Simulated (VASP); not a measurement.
# MnO2 (P-3m1) in VASP: a series of runs

The runs below take MnO2 through single point, with LDA.

Everything below comes from runs of VASP 6.6.1. Logs are shortened: lines on timing, memory, paths and dates and some standing lists are left out, and cuts for length are marked.

## 1. The cell of the first run

The structure is trigonal, space group P-3m1 (No. 164). Conventional cell: a = 2.857 Å, b = 2.857 Å, c = 4.601 Å, α = 90.00°, β = 90.00°, γ = 120.00°. Within 2.5 Å of Mn (site symmetry -3m) lie 6 O at 1.90 Å. O (site symmetry 3m) has 3 Mn at 1.90 Å and 3 O at 2.51 Å within 2.6 Å.

## 2. Single point, LDA

INCAR

```
SYSTEM = MnO2
PREC = Accurate
ENCUT = 700
EDIFF = 1E-6
ISMEAR = -1
SIGMA = 0.03
LREAL = .False.
LASPH = .True.
NELM = 120
ALGO = Normal
ISIF = 2
LWAVE = .False.
LCHARG = .False.
GGA = CA
NBANDS = 20
GGA_COMPAT = .False.
```

KPOINTS

```
regular mesh
0
Gamma
  11 11 6
  0 0 0
```

POSCAR

```
MnO2
1.0
    2.8565781804      0.0000000000      0.0000000000
   -1.4282890902      2.4738692722      0.0000000000
    0.0000000000      0.0000000000      4.6013740589
Mn O
1 2
Direct
    0.0000000000      0.0000000000      0.5000000000
    0.6666666667      0.3333333333      0.2937074300
    0.3333333333      0.6666666667      0.7062925700
```

Potentials or basis: VASP PAW LDA potentials, release 64 (Mn_sv, O).

Started as:

```bash
cat potpaw_LDA.64/Mn_sv/POTCAR potpaw_LDA.64/O/POTCAR > POTCAR
mpirun -np 1 vasp_std > vasp.out
```

OUTCAR:

```text
SYSTEM = MnO2
   PREC = Accurate
   ENCUT = 700
   EDIFF = 1E-6
   ISMEAR = -1
   LREAL = .False.
   LASPH = .True.
   NELM = 120
   ISIF = 2
   GGA = CA

 ion  position               nearest neighbor table
   1  0.000  0.000  0.500-   2 1.90   3 1.90   2 1.90   3 1.90   2 1.90   3 1.90
   2  0.667  0.333  0.294-   1 1.90   1 1.90   1 1.90
   3  0.333  0.667  0.706-   1 1.90   1 1.90   1 1.90

  LATTYP: Found a hexagonal cell.
 ALAT       =     2.8565781804
 C/A-ratio  =     1.6107992739

  Lattice vectors:

 A1 = (   2.8565781804,   0.0000000000,   0.0000000000)
 A2 = (  -1.4282890902,   2.4738692722,   0.0000000000)
 A3 = (   0.0000000000,   0.0000000000,   4.6013740589)

Analysis of symmetry for initial positions (statically):
=====================================================================
 Subroutine PRICEL returns:
 Original cell was already a primitive cell.

 Routine SETGRP: Setting up the symmetry group for a
 hexagonal supercell.

 Subroutine GETGRP returns: Found 12 space group operations
 (whereof 12 operations were pure point group operations)
 out of a pool of 24 trial point group operations.

The static configuration has the point symmetry D_3d.

Analysis of symmetry for dynamics (positions and initial velocities):
=====================================================================
 Subroutine PRICEL returns:
 Original cell was already a primitive cell.

 Routine SETGRP: Setting up the symmetry group for a
 hexagonal supercell.

 Subroutine GETGRP returns: Found 12 space group operations
 (whereof 12 operations were pure point group operations)
 out of a pool of 24 trial point group operations.

The dynamic configuration has the point symmetry D_3d.

 Subroutine INISYM returns: Found 12 space group operations
 (whereof 12 operations are pure point group operations),
 and found     1 'primitive' translations

----------------------------------------------------------------------------------------

                                     Primitive cell

  volume of cell :      32.5170

  direct lattice vectors                    reciprocal lattice vectors
     2.856578180  0.000000000  0.000000000     0.350069187  0.202112539  0.000000000
    -1.428289090  2.473869272  0.000000000     0.000000000  0.404225078  0.000000000
     0.000000000  0.000000000  4.601374059     0.000000000  0.000000000  0.217326387

  length of vectors
     2.856578180  2.856578180  4.601374059     0.404225078  0.404225078  0.217326387

  position of ions in fractional coordinates (direct lattice)
     0.000000000  0.000000000  0.500000000
     0.666666667  0.333333333  0.293707430
     0.333333333  0.666666667  0.706292570

  ion indices of the primitive-cell ions
   primitive index   ion index
                 1           1
                 2           2
                 3           3

----------------------------------------------------------------------------------------

 KPOINTS: regular mesh

Automatic generation of k-mesh.
 Grid dimensions read from file:
 generate k-points for:   11   11    6

 Generating k-lattice:

  Cartesian coordinates                     Fractional coordinates (reciprocal lattice)
     0.031824472  0.018373867  0.000000000     0.090909091  0.000000000  0.000000000
     0.000000000  0.036747734  0.000000000     0.000000000  0.090909091  0.000000000
     0.000000000  0.000000000  0.036221065     0.000000000  0.000000000  0.166666667

  Length of vectors
     0.036747734  0.036747734  0.036221065

  Shift w.r.t. Gamma in fractional coordinates (k-lattice)
     0.000000000  0.000000000  0.000000000

 Subroutine IBZKPT returns following result:
 ===========================================

 Found     84 irreducible k-points:

 Following reciprocal coordinates:
            Coordinates               Weight
  0.000000  0.000000  0.000000      1.000000
  0.090909  0.000000  0.000000      6.000000
  0.181818  0.000000  0.000000      6.000000
  0.272727  0.000000  0.000000      6.000000
  0.363636  0.000000  0.000000      6.000000
  0.454545  0.000000  0.000000      6.000000
[... 16 lines left out ...]
  0.000000  0.272727  0.166667      6.000000
  0.363636  0.000000  0.166667      6.000000
 [... further k-points ...]
   k-points           NKPTS =     84   k-points in BZ     NKDIM =     84   number of bands    NBANDS=     20
   number of dos      NEDOS =    301   number of ions     NIONS =      3
   total plane-waves  NPLWV =  31360
   dimension x,y,z NGX =    28 NGY =   28 NGZ =   40
   dimension x,y,z NGXF=    56 NGYF=   56 NGZF=   80
   ions per type =               1   2
   NGX,Y,Z   is equivalent  to a cutoff of  16.30, 16.30, 14.45 a.u.
   NGXF,Y,Z  is equivalent  to a cutoff of  32.59, 32.59, 28.90 a.u.
 SYSTEM =  MnO2
   PREC   = accura    normal or accurate (medium, high low for compatibility)
   ISTART =      0    job   : 0-new  1-cont  2-samecut
   ICHARG =      2    charge: 1-file 2-atom 10-const
[... 42 lines left out ...]
   NGX = 13   NGY = 13   NGZ = 19

 number of electron      26.9999998 magnetization

 Free energy of the ion-electron system (eV)
  ---------------------------------------------------
  ext. energy  EPLUGINS =         0.00000000
  ---------------------------------------------------
  free energy    TOTEN  =       -25.48300645 eV

  energy without entropy =      -25.46792678  energy(sigma->0) =      -25.47546661

 E-fermi :   4.2973     XC(G=0): -11.5013

 val. band max:        4.2874299249   @ k =   0.2727   0.1818   0.1667
 cond. band min:       4.3003897456   @ k =   0.3636   0.1818   0.0000
 fundamental gap:      0.0129598207
 Fermi energy:         4.2973257684

 k-point     1 :       0.0000    0.0000    0.0000
  band No.  band energies     occupation
      1     -74.8310      2.00000
      2     -44.0691      2.00000
      3     -44.0691      2.00000
      4     -43.8883      2.00000
      5     -15.4064      2.00000
      6     -13.0674      2.00000
[... 12 lines left out ...]
     19      14.4383      0.00000
     20      18.6365      0.00000

 k-point     2 :       0.0909    0.0000    0.0000
  band No.  band energies     occupation
      1     -74.8293      2.00000
      2     -44.0840      2.00000
      3     -44.0723      2.00000
      4     -43.8857      2.00000
      5     -15.2982      2.00000
      6     -13.0986      2.00000
[... 12 lines left out ...]
     19      14.8515      0.00000
     20      18.6785      0.00000

 k-point     3 :       0.1818    0.0000    0.0000
  band No.  band energies     occupation
      1     -74.8248      2.00000
      2     -44.1242      2.00000
      3     -44.0813      2.00000
      4     -43.8788      2.00000
      5     -14.9969      2.00000
      6     -13.1844      2.00000
[... 12 lines left out ...]
     19      15.8618      0.00000
     20      18.7717      0.00000

 k-point     4 :       0.2727    0.0000    0.0000
  band No.  band energies     occupation
      1     -74.8188      2.00000
      2     -44.1764      2.00000
      3     -44.0929      2.00000
      4     -43.8697      2.00000
      5     -14.5718      2.00000
      6     -13.3025      2.00000
[... 12 lines left out ...]
     19      17.0393      0.00000
     20      18.6458      0.00000

 k-point     5 :       0.3636    0.0000    0.0000
  band No.  band energies     occupation
      1     -74.8134      2.00000
      2     -44.2241      2.00000
      3     -44.1037      2.00000
      4     -43.8613      2.00000
      5     -14.1346      2.00000
      6     -13.4266      2.00000
[... 12 lines left out ...]
     19      17.7278      0.00000
     20      17.9896      0.00000
[... 353 lines left out ...]
      6     -13.2208      2.00000
[... 12 lines left out ...]
     19      15.6753      0.00000
     20      18.5871      0.00000

 k-point    22 :       0.2727    0.0000    0.1667
  band No.  band energies     occupation
      1     -74.8188      2.00000
      2     -44.1764      2.00000
      3     -44.0929      2.00000
      4     -43.8697      2.00000
      5     -14.5411      2.00000
      6     -13.3422      2.00000
[... 12 lines left out ...]
     19      16.8638      0.00000
     20      19.2438      0.00000

 k-point    23 :       0.0000    0.2727    0.1667
  band No.  band energies     occupation
      1     -74.8188      2.00000
      2     -44.1764      2.00000
      3     -44.0929      2.00000
      4     -43.8697      2.00000
      5     -14.5557      2.00000
      6     -13.3205      2.00000
[... 12 lines left out ...]
     19      16.5901      0.00000
     20      18.5560      0.00000

 k-point    24 :       0.3636    0.0000    0.1667
  band No.  band energies     occupation
      1     -74.8134      2.00000
      2     -44.2241      2.00000
      3     -44.1037      2.00000
      4     -43.8614      2.00000
      5     -14.1018      2.00000
      6     -13.4633      2.00000
[... 12 lines left out ...]
     19      17.6354      0.00000
     20      18.3804      0.00000

 [... further k-points ...]

------------------------ aborting loop because EDIFF is reached ----------------------------------------

  FORCE on cell =-STRESS in cart. coord.  units (eV):
  Direction    XX          YY          ZZ          XY          YZ          ZX
  --------------------------------------------------------------------------------------
  -------------------------------------------------------------------------------------
  Total       -4.5516345     -4.5516345     -2.1346735      0.0000000      0.0000000      0.0000000
  in kB     -224.2681319   -224.2681319   -105.1796299      0.0000000      0.0000000      0.0000000
  external PRESSURE =    -184.5719645 kB  Pullay stress =       0.0000000 kB

 VOLUME and BASIS-vectors are now :
 -----------------------------------------------------------------------------
  energy-cutoff  :      700.00
  volume of cell :       32.52
      direct lattice vectors                 reciprocal lattice vectors
     2.856578180  0.000000000  0.000000000     0.350069187  0.202112539  0.000000000
    -1.428289090  2.473869272  0.000000000     0.000000000  0.404225078  0.000000000
     0.000000000  0.000000000  4.601374059     0.000000000  0.000000000  0.217326387

 POSITION                                       TOTAL-FORCE (eV/Angst)
 -----------------------------------------------------------------------------------
      0.00000      0.00000      2.30069        -0.000000      0.000000      0.000000
      1.42829      0.82462      1.35146        -0.000000      0.000000      0.905359
     -0.00000      1.64925      3.24992         0.000000     -0.000000     -0.905359
 -----------------------------------------------------------------------------------
    total drift:                                0.000000     -0.000000      0.000000

  FREE ENERGIE OF THE ION-ELECTRON SYSTEM (eV)
  ---------------------------------------------------
  free  energy   TOTEN  =       -25.4830064457 eV

  energy  without entropy=      -25.4679267752  energy(sigma->0) =      -25.47546661
```

It took 80 s on 1 thread of AMD EPYC 7R13 (Zen 3), shared host; peak memory 0.17 GiB.

What came out:

| Item | Value |
| --- | --- |
| Free energy | -25.4830 eV |
| Pressure | -18.5 GPa |
| Largest force | 0.905 eV/Å |
| Band gap on the k mesh | zero (an odd number of electrons rules out a gap without spin polarisation) |

Forces on the atoms (eV/Å):
```
Mn   0.000  0.000  0.000
O    0.000  0.000  0.905
O    0.000  0.000 -0.905
```

Stress tensor (GPa, compression positive):
```
-22.43   0.00   0.00
  0.00 -22.43   0.00
  0.00   0.00 -10.52
```

Levels at points of the mesh, in eV from the Fermi level:
```tsv
k point	band 11	band 12	band 13	band 14	band 15	band 16	band 17	band 18
(0.00, 0.00, 0.00)	-1.83	-1.61	-0.86	-0.86	0.86	3.28	3.28	6.78
(0.00, 0.00, 0.50)	-1.88	-1.88	-0.86	-0.86	1.05	3.33	3.33	8.73
```

Caveat: the stress differs along the axes, from -22 to -11 GPa; an odd number of electrons without spin polarisation forces a metal; a magnetic or distorted state may lie lower; the run has no spin polarisation, though such a crystal can be magnetic; semilocal functionals often make such compounds metallic where correlation or magnetic order opens a gap, which also shifts bond lengths. Spin polarisation is off, so any magnetic state and its effect on volume and gap are missing.

## 3. Single point, LDA (10.19 Å³/atom)

This run uses another cell than the first one, of 10.19 Å³/atom.

INCAR

```
SYSTEM = MnO2
ALGO     = Normal         ! electronic algorithm
EDIFF    = 1E-6           ! SCF threshold, eV
ENCUT    = 700            ! plane-wave cutoff, eV
GGA_COMPAT= .FALSE.      
ISIF     = 2              ! what is computed and relaxed
ISMEAR   = -1             ! smearing method
LASPH    = .TRUE.         ! aspherical terms in the spheres
LCHARG   = .FALSE.        ! write CHGCAR
LREAL    = .FALSE.        ! projectors in reciprocal space
LWAVE    = .FALSE.        ! write WAVECAR
NBANDS   = 20             ! bands
NELM     = 120            ! most SCF steps
PREC     = Accurate       ! precision mode
SIGMA    = 0.03           ! smearing width, eV
```

KPOINTS

```
k-points
0
G
  11 11 6
  0 0 0
```

POSCAR

```
MnO2
1.0
    2.7982643040      0.0000000000      0.0000000000
   -1.3991321520      2.4233679738      0.0000000000
    0.0000000000      0.0000000000      4.5074421091
Mn O
1 2
Direct
    0.0000000000      0.0000000000      0.5000000000
    0.6666666667      0.3333333333      0.2937074300
    0.3333333333      0.6666666667      0.7062925700
```

Potentials or basis: VASP PAW LDA potentials, release 64 (Mn_sv, O).

Started as:

```bash
cat potpaw_LDA.64/Mn_sv/POTCAR potpaw_LDA.64/O/POTCAR > POTCAR
mpirun -np 1 vasp_std > vasp.out
```

Run time: 59 s. Hardware: 1 thread of Intel Xeon Platinum 8259CL at 2.50GHz (Skylake/Cascade Lake), shared host; peak memory 0.19 GiB.

Results (log left out):

* Free energy: -25.6323 eV
* Pressure: -6.4 GPa
* Largest force: 0.025 eV/Å
* Band gap on the k mesh: zero (an odd number of electrons rules out a gap without spin polarisation)

Forces in eV/Å, atoms in the order of the input:
```
Mn   0.000  0.000  0.000
O    0.000  0.000 -0.025
O    0.000  0.000  0.025
```

Stress tensor (GPa, compression positive):
```
-8.69  0.00  0.00
 0.00 -8.69  0.00
 0.00  0.00 -1.71
```

Levels at points of the mesh, in eV from the Fermi level:
```tsv
k point	band 11	band 12	band 13	band 14	band 15	band 16	band 17	band 18
(0.00, 0.00, 0.00)	-1.96	-1.78	-0.95	-0.95	0.93	3.54	3.54	7.17
(0.00, 0.00, 0.50)	-2.01	-2.01	-0.96	-0.96	1.17	3.60	3.60	9.07
```

Caveat: the stress differs along the axes, from -9 to -2 GPa; an odd number of electrons without spin polarisation forces a metal; a magnetic or distorted state may lie lower; the run has no spin polarisation, though such a crystal can be magnetic; semilocal functionals often make such compounds metallic where correlation or magnetic order opens a gap, which also shifts bond lengths.

## 4. Single point, LDA, collinear spin, ferromagnetic start (8.24 Å³/atom)

This run uses another cell than the first one, of 8.24 Å³/atom.

INCAR

```
PREC = Accurate ; ENCUT = 700
EDIFF = 1E-6 ; ISMEAR = -1
SIGMA = 0.03 ; LREAL = False
LASPH = True ; NELM = 200
ALGO = Normal ; ISIF = 2
LWAVE = False ; LCHARG = False
ISPIN = 2 ; MAGMOM = 4 0 0
LORBIT = 11 ; LMAXMIX = 4
GGA = CA ; NBANDS = 24
GGA_COMPAT = False
```

KPOINTS

```
regular mesh
0
Gamma
  11 11 6
```

POSCAR

```
MnO2
1.0
    2.6068576215      0.0000000000      0.0000000000
   -1.3034288108      2.2576049243      0.0000000000
    0.0000000000      0.0000000000      4.1991243640
Mn O
1 2
Direct
    0.0000000000      0.0000000000      0.5000000000
    0.6666666667      0.3333333333      0.2937074300
    0.3333333333      0.6666666667      0.7062925700
```

Started as:

```bash
cat potpaw_LDA.64/Mn_sv/POTCAR potpaw_LDA.64/O/POTCAR > POTCAR
mpirun -np 1 vasp_std > vasp.out
```

Wall time 1.8 min (1 thread of Intel Xeon Platinum 8488C (Sapphire Rapids), shared host); peak memory 0.22 GiB.

The run converged. Its results:

| Property | Result |
| --- | --- |
| Free energy | -24.8949 eV |
| Pressure | 84.3 GPa |
| Largest force | 5.061 eV/Å |
| Net moment | 2.68 μB per cell |
| Site moments | Mn +2.24; O +0.14 μB |
| Valence electrons inside the program's atomic spheres | Mn 13.26; O 5.15 |

Forces in eV/Å, atoms in the order of the input:
```
Mn   0.000  0.000  0.000
O    0.000  0.000 -5.061
O    0.000  0.000  5.061
```

Stress tensor (GPa, compression positive):
```
97.67  0.00  0.00
 0.00 97.67  0.00
 0.00  0.00 57.59
```

Levels at points of the mesh, in eV from the Fermi level:
Spin up:
```tsv
k point	band 11	band 12	band 13	band 14	band 15	band 16	band 17	band 18	band 19	band 20
(0.00, 0.00, 0.00)	-2.76	-2.61	-2.59	-2.59	-0.03	3.85	3.85	8.42	11.13	17.06
(0.00, 0.00, 0.50)	-2.77	-2.77	-2.66	-2.66	0.54	3.95	3.95	10.17	12.04	13.31
```
Spin down:
```csv
k point,band 10,band 11,band 12,band 13,band 14,band 15
"(0.00, 0.00, 0.00)",-2.29,-2.29,-2.27,-0.52,-0.52,1.94
"(0.00, 0.00, 0.50)",-4.33,-2.36,-2.36,-0.53,-0.53,2.37
```

Caveat: the stress differs along the axes, from 58 to 98 GPa; a cell with one magnetic atom can't hold antiferromagnetic order, which such compounds often take; semilocal functionals often make such compounds metallic where correlation or magnetic order opens a gap, which also shifts bond lengths; forces of over 1 eV/Å act on the atoms, so gaps and moduli don't describe the material at rest. With open d or f shells a metallic result of LDA can be an artefact of self-interaction; +U or a hybrid may open a gap.

## 5. Overview

```csv
spin,cell,gap on the mesh (eV),pressure (GPa),largest force (eV/Å)
off,"a = 2.857, b = 2.857, c = 4.601 Å, angles 90.0, 90.0, 120.0°, 3 atoms",none,-18.5,0.91
off,"a = 2.798, b = 2.798, c = 4.507 Å, angles 90.0, 90.0, 120.0°, 3 atoms",none,-6.4,0.03
"collinear, ferromagnetic start","a = 2.607, b = 2.607, c = 4.199 Å, angles 90.0, 90.0, 120.0°, 3 atoms",none,84.3,5.06
```

Alike in all rows: task single point; level LDA; potentials or basis VASP PAW LDA potentials, release 64 (Mn_sv, O); k mesh 11 × 11 × 6; cutoff (eV) 700; smearing fermi-dirac 0.03 eV.

Caveats: semilocal functionals often make such compounds metallic where correlation or magnetic order opens a gap, which also shifts bond lengths; an odd number of electrons without spin polarisation forces a metal (at least some runs); a magnetic or distorted state may lie lower (at least some runs); the stress differs along the axes, from -22 to -11 GPa (at least some runs); the stress differs along the axes, from -9 to -2 GPa (at least some runs); the stress differs along the axes, from 58 to 98 GPa (at least some runs); a cell with one magnetic atom can't hold antiferromagnetic order, which such compounds often take (at least some runs).

Absolute energies hang on the potentials; compare differences alone.

The gap in the log of VASP goes by the Fermi energy; the results here count the filled bands.